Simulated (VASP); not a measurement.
Here is a VASP 6.6.1 calculation.

Contents of INCAR:

```
SYSTEM = GdMn
PREC     = Accurate       ! precision mode
ENCUT    = 520            ! plane-wave cutoff, eV
EDIFF    = 1E-6           ! SCF threshold, eV
ISMEAR   = 0              ! smearing method
SIGMA    = 0.05           ! smearing width, eV
LREAL    = .FALSE.        ! projectors in reciprocal space
LASPH    = .TRUE.         ! aspherical terms in the spheres
NELM     = 150            ! most SCF steps
ALGO     = Normal         ! electronic algorithm
ISIF     = 2              ! what is computed and relaxed
LWAVE    = .FALSE.        ! write WAVECAR
LCHARG   = .FALSE.        ! write CHGCAR
ISPIN    = 2              ! spin polarisation
MAGMOM   = 7.9 -3.45      ! initial moments
LORBIT   = 11             ! projections on sites
LMAXMIX  = 6              ! l up to which the mixer works
GGA      = PS             ! functional
NBANDS   = 26             ! bands
```

Contents of KPOINTS:

```
regular mesh
0
G
  10 10 10
  0 0 0
```

Contents of POSCAR:

```
GdMn
1.0
    3.4009369819      0.0000000000      0.0000000000
    0.0000000000      3.4009369819      0.0000000000
    0.0000000000      0.0000000000      3.4009369819
Gd Mn
1 1
Direct
    0.0000000000      0.0000000000      0.0000000000
    0.5000000000      0.5000000000      0.5000000000
```

Potentials or basis: VASP PAW PBE potentials, release 64 (Gd, Mn_pv).

Launch:

```console
$ cat potpaw_PBE.64/Gd/POTCAR potpaw_PBE.64/Mn_pv/POTCAR > POTCAR
$ mpirun -np 1 vasp_std > vasp.out
```

**Question.** Predict the site moments.

**Answer.** Gd +7.01; Mn -2.95 μB.

**Question.** Estimate the net moment.

**Answer.** 4.48 μB per cell.

**Question.** What does it give for the pressure?

**Answer.** 1.4 GPa.

Caveat: the PAW data sets were made with another functional, which shifts forces and pressure a little. The state reached can hang on the start; a lower one may exist.
